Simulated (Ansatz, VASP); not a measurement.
# Zr in VASP and in Ansatz

```
CELL_PARAMETERS angstrom
0.00000 2.26355 2.26355
2.26355 0.00000 2.26355
2.26355 2.26355 0.00000
ATOMIC_POSITIONS crystal
Zr 0.00000 0.00000 0.00000
```

Alike in both runs: functional PBE; k mesh 16 × 16 × 16; occupations gaussian, width 0.1 eV; no spin polarisation.

Ansatz relaxed the structure, and its values are those at the end. VASP's run is a single point on that final structure, the one shown.

|  | VASP | Ansatz |
| --- | --- | --- |
| version | VASP 6.6.1 | Ansatz 0.2.0 |
| potentials or method | VASP PAW PBE potentials, release 64 (Zr_sv), cutoff 520 eV | scalar-relativistic, plane waves, PAW |
| valence electrons in the cell | 12 | 12 |

```tsv
	VASP	Ansatz	Ansatz less VASP
gap on the k mesh at the Fermi level (eV)	none	none	-
pressure (GPa)	0.0	0.0	-0.02
```

A gap of «none» marks a metal or a gap that the smearing closes. With one functional, cell and mesh, what is left measures potentials, basis and numerics.
